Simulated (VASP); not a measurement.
# Cu (I4/mmm) in VASP: notebook

The runs below take Cu through single point, with LDA.

Everything below comes from runs of VASP 6.6.1. Logs are shortened: lines on timing, memory, paths and dates and some standing lists are left out, and cuts for length are marked.

### 1 The cell of the first run

It takes space group I4/mmm (No. 139, tetragonal). The conventional cell has a = 2.942 Å, b = 2.942 Å, c = 2.525 Å, α = 90.00°, β = 90.00°, γ = 90.00°. Cu (site symmetry 4/mmm) has 14 Cu at 2.43 to 2.94 Å within 3.2 Å.

### 2 Single point, LDA (10.93 Å³/atom)

Input file INCAR:

```
ALGO = Normal ; EDIFF = 1E-6
ENCUT = 520 ; GGA = CA
ISIF = 2 ; ISMEAR = 0
LASPH = T ; LCHARG = T
LELF = T ; LREAL = F
LVHAR = T ; LWAVE = F
NBANDS = 12 ; NELM = 100
PREC = Accurate ; SIGMA = 0.15
```

Input file KPOINTS:

```
k-points
0
Gamma
  24 24 24
```

Input file POSCAR:

```
Cu
1.0
   -1.4710745637      1.4710745637      1.2626232981
    1.4710745637     -1.4710745637      1.2626232981
    1.4710745637      1.4710745637     -1.2626232981
Cu
1
Direct
    0.0000000000      0.0000000000      0.0000000000
```

Potentials or basis: VASP PAW LDA potentials, release 64 (Cu).

Run with:

```sh
$ cat potpaw_LDA.64/Cu/POTCAR > POTCAR
$ mpirun -np 1 vasp_std > vasp.out
```

OUTCAR:

```text
EDIFF = 1E-6
   ENCUT = 520
   GGA = CA
   ISIF = 2
   ISMEAR = 0
   LASPH = T
   LREAL = F
   NELM = 100
   PREC = Accurate

 ion  position               nearest neighbor table
   1  0.000  0.000  0.000-

  LATTYP: Found a body centered tetragonal cell.
 ALAT       =     2.9421491274
 C/A-ratio  =     0.8583000001

  Lattice vectors:

 A1 = (  -1.4710745637,   1.4710745637,   1.2626232981)
 A2 = (   1.4710745637,  -1.4710745637,   1.2626232981)
 A3 = (   1.4710745637,   1.4710745637,  -1.2626232981)

Analysis of symmetry for initial positions (statically):
=====================================================================
 Subroutine PRICEL returns:
 Original cell was already a primitive cell.

 Routine SETGRP: Setting up the symmetry group for a
 body centered tetragonal supercell.

 Subroutine GETGRP returns: Found 16 space group operations
 (whereof 16 operations were pure point group operations)
 out of a pool of 16 trial point group operations.

The static configuration has the point symmetry D_4h.

Analysis of symmetry for dynamics (positions and initial velocities):
=====================================================================
 Subroutine PRICEL returns:
 Original cell was already a primitive cell.

 Routine SETGRP: Setting up the symmetry group for a
 body centered tetragonal supercell.

 Subroutine GETGRP returns: Found 16 space group operations
 (whereof 16 operations were pure point group operations)
 out of a pool of 16 trial point group operations.

The dynamic configuration has the point symmetry D_4h.

 Subroutine INISYM returns: Found 16 space group operations
 (whereof 16 operations are pure point group operations),
 and found     1 'primitive' translations

----------------------------------------------------------------------------------------

                                     Primitive cell

  volume of cell :      10.9296

  direct lattice vectors                    reciprocal lattice vectors
    -1.471074564  1.471074564  1.262623298     0.000000000  0.339887598  0.396000930
     1.471074564 -1.471074564  1.262623298     0.339887598  0.000000000  0.396000930
     1.471074564  1.471074564 -1.262623298     0.339887598  0.339887598  0.000000000

  length of vectors
     2.433585490  2.433585490  2.433585490     0.521862353  0.521862353  0.480673651

  position of ions in fractional coordinates (direct lattice)
     0.000000000  0.000000000  0.000000000

  ion indices of the primitive-cell ions
   primitive index   ion index
                 1           1

[... 82 lines left out ...]
   NELECT =      11.0000    total number of electrons
   NUPDOWN=      -1.0000    fix difference up-down
   EMIN   =  10.00;   EMAX   =-10.00  energy-range for DOS
   EFERMI =   0.00;   METHOD = LEGACY
   ISMEAR =     0;   SIGMA  =   0.15  broadening in eV -4-tet -1-fermi 0-gaus
   EFERMI_NEDOS =   21; number of points for ismear=-14 and -15
   IALGO  =     38    algorithm
   IMIX   =      4    mixing-type and parameters
     AMIX     =   0.40;   BMIX     =  1.00
     AMIX_MAG =   1.60;   BMIX_MAG =  1.00
  volume/ion in A,a.u.               =      10.93        73.76
  Fermi-wavevector in a.u.,A,eV,Ry     =   1.640607  3.100298 36.621342  2.691593
  Thomas-Fermi vector in A             =   2.731217
   LORBIT       =      0    0 simple, 1 ext, 2 COOP (PROOUT), +10 PAW based schemes
   GGA     = CA    functional components
   LHFCALC =     F    Hartree Fock is set to
   AEXX    =    0.0000 exact exchange contribution
   IVDW    =     0    specifies the selected vdW correction
   LEPSILON=     F    determine dielectric tensor
   LRPA    =     F    only Hartree local field effects (RPA)
 non-spin polarized calculation
 Gauss-broadening in eV      SIGMA  =   0.15
  energy-cutoff  :      520.00
  volume of cell :       10.93
 maximum number of plane-waves:       309
   NGX =  9   NGY =  9   NGZ =  9

 number of electron      10.9999999 magnetization

 Free energy of the ion-electron system (eV)
  ---------------------------------------------------
  ext. energy  EPLUGINS =         0.00000000
  ---------------------------------------------------
  free energy    TOTEN  =        -4.66250779 eV

  energy without entropy =       -4.65859590  energy(sigma->0) =       -4.66055184

 E-fermi :   8.3725     XC(G=0): -13.5585

 val. band max:        8.3710883448   @ k =   0.5000   0.1667   0.1250
 cond. band min:       8.3729846104   @ k =  -0.3750   0.5000   0.0417
 fundamental gap:      0.0018962656
 Fermi energy:         8.3725448333

 k-point     1 :       0.0000    0.0000    0.0000
  band No.  band energies     occupation
      1      -1.5967      2.00000
      2       4.5276      2.00000
      3       5.2583      2.00000
      4       5.2583      2.00000
      5       5.5732      2.00000
      6       6.3684      2.00000
      7      32.0095      0.00000
      8      32.0095      0.00000
      9      36.1276      0.00000
     10      36.9507      0.00000
     11      37.1694      0.00000
     12      38.6548      0.00000
[... 331 lines left out ...]
 k-point    24 :       0.4583    0.0417   -0.0000
  band No.  band energies     occupation
      1       2.8946      2.00000
      2       3.9201      2.00000
      3       5.9702      2.00000
      4       6.5275      2.00000
      5       6.7639      2.00000
      6       8.2489      1.75610
      7      13.9657      0.00000
      8      24.7849      0.00000
      9      25.3924      0.00000
     10      30.0897      0.00000
     11      33.2709      0.00000
     12      41.3840      0.00000

 [... further k-points ...]

------------------------ aborting loop because EDIFF is reached ----------------------------------------

  FORCE on cell =-STRESS in cart. coord.  units (eV):
  Direction    XX          YY          ZZ          XY          YZ          ZX
  --------------------------------------------------------------------------------------
  -------------------------------------------------------------------------------------
  Total        0.0094847      0.0094847      0.3229363      0.0000000     -0.0000000      0.0000000
  in kB        1.3903694      1.3903694     47.3395739      0.0000000     -0.0000000      0.0000000
  external PRESSURE =      16.7067709 kB  Pullay stress =       0.0000000 kB

 VOLUME and BASIS-vectors are now :
 -----------------------------------------------------------------------------
  energy-cutoff  :      520.00
  volume of cell :       10.93
      direct lattice vectors                 reciprocal lattice vectors
    -1.471074564  1.471074564  1.262623298     0.000000000  0.339887598  0.396000930
     1.471074564 -1.471074564  1.262623298     0.339887598  0.000000000  0.396000930
     1.471074564  1.471074564 -1.262623298     0.339887598  0.339887598  0.000000000

 POSITION                                       TOTAL-FORCE (eV/Angst)
 -----------------------------------------------------------------------------------
      0.00000      0.00000      0.00000         0.000000     -0.000000      0.000000
 -----------------------------------------------------------------------------------
    total drift:                                0.000000      0.000000      0.000000

  FREE ENERGIE OF THE ION-ELECTRON SYSTEM (eV)
  ---------------------------------------------------
  free  energy   TOTEN  =        -4.6625077861 eV

  energy  without entropy=       -4.6585959027  energy(sigma->0) =       -4.66055184
```

OSZICAR:

```text
N       E                     dE             d eps       ncg     rms          rms(c)
DAV:   1     0.413178115873E+02    0.41318E+02   -0.53558E+03 28760   0.159E+03
DAV:   2    -0.433293790397E+01   -0.45651E+02   -0.42064E+02 26408   0.207E+02
DAV:   3    -0.566656656162E+01   -0.13336E+01   -0.13234E+01 29296   0.405E+01
DAV:   4    -0.567458317926E+01   -0.80166E-02   -0.80154E-02 29032   0.276E+00
DAV:   5    -0.567465742445E+01   -0.74245E-04   -0.74245E-04 29640   0.271E-01    0.800E+00
DAV:   6    -0.503185221602E+01    0.64281E+00   -0.14376E+01 29848   0.756E+01    0.371E+00
DAV:   7    -0.468096317040E+01    0.35089E+00   -0.21825E+00 30008   0.295E+01    0.674E-01
DAV:   8    -0.466370180421E+01    0.17261E-01   -0.76716E-03 32640   0.939E-01    0.246E-01
DAV:   9    -0.466249466514E+01    0.12071E-02   -0.51450E-03 33216   0.123E+00    0.152E-02
DAV:  10    -0.466250618230E+01   -0.11517E-04   -0.28103E-05 32096   0.812E-02    0.410E-03
DAV:  11    -0.466250777726E+01   -0.15950E-05   -0.49151E-07 20276   0.965E-03    0.401E-04
DAV:  12    -0.466250778614E+01   -0.88789E-08   -0.52861E-08 14192   0.296E-03
   1 F= -.46625078E+01 E0= -.46605518E+01  d E =-.391188E-02
```

Run time: 97 s. Hardware: 1 thread of Intel Xeon 8259CL, shared host; peak memory 0.24 GiB.

Results:

| Quantity | Value |
| --- | --- |
| Free energy | -4.6625 eV |
| Pressure | 1.7 GPa |
| Band gap on the k mesh | zero (an odd number of electrons rules out a gap without spin polarisation) |

Levels at points of the mesh, in eV from the Fermi level:
```tsv
k point	band 4	band 5	band 6	band 7	band 8	band 9
(0.00, 0.00, 0.00)	-3.11	-2.80	-2.00	23.64	23.64	27.76
(0.50, 0.00, 0.00)	-1.78	-1.50	-0.27	5.47	16.97	17.05
(0.50, 0.50, 0.00)	-2.33	-1.54	-1.53	3.65	21.19	21.97
(0.50, 0.50, 0.50)	-1.69	-1.54	6.57	6.57	12.79	12.93
```

### 3 Single point, LDA (10.93 Å³/atom)

Input file INCAR:

```
  PREC = Accurate
  ENCUT = 520
  EDIFF = 1E-6
  ISMEAR = 0
  SIGMA = 0.15
  LREAL = F
  LASPH = T
  NELM = 80
  ALGO = Fast
  ISIF = 2
  LWAVE = F
  LCHARG = F
  GGA = CA
  NBANDS = 12
```

Input file KPOINTS:

```
regular mesh
0
Gamma
  24 24 24
```

Input file POSCAR:

```
Cu
1.0
   -1.4418263279      1.4418263279      1.3143688805
    1.4418263279     -1.4418263279      1.3143688805
    1.4418263279      1.4418263279     -1.3143688805
Cu
1
Direct
    0.0000000000      0.0000000000      0.0000000000
```

Potentials or basis: VASP PAW LDA potentials, release 64 (Cu).

Run with:

```sh
$ cat potpaw_LDA.64/Cu/POTCAR > POTCAR
$ mpirun -np 1 vasp_std > vasp.out
```

It took 1.8 min on 1 thread of Intel Xeon 8259CL, shared host; peak memory 0.24 GiB.

It converged, with:

| Property | Result |
| --- | --- |
| Free energy | -4.6686 eV |
| Pressure | 1.6 GPa |
| Band gap on the k mesh | zero (an odd number of electrons rules out a gap without spin polarisation) |

Stress tensor (GPa, compression positive):
```
1.33 0.00 0.00
0.00 1.33 0.00
0.00 0.00 2.14
```

Levels at points of the mesh, in eV from the Fermi level:
| k point | band 3 | band 4 | band 5 | band 6 | band 7 | band 8 | band 9 | band 10 |
| --- | --- | --- | --- | --- | --- | --- | --- | --- |
| (0.00, 0.00, 0.00) | -3.25 | -3.25 | -2.55 | -2.08 | 24.72 | 24.72 | 27.50 | 29.07 |
| (0.50, 0.00, 0.00) | -2.33 | -1.93 | -1.45 | -0.50 | 5.15 | 17.39 | 17.52 | 21.66 |
| (0.50, 0.50, 0.00) | -2.64 | -2.26 | -1.50 | -1.25 | 4.07 | 19.91 | 20.44 | 24.02 |
| (0.50, 0.50, 0.50) | -1.67 | -1.67 | -1.57 | 7.30 | 7.30 | 11.07 | 13.37 | 14.22 |
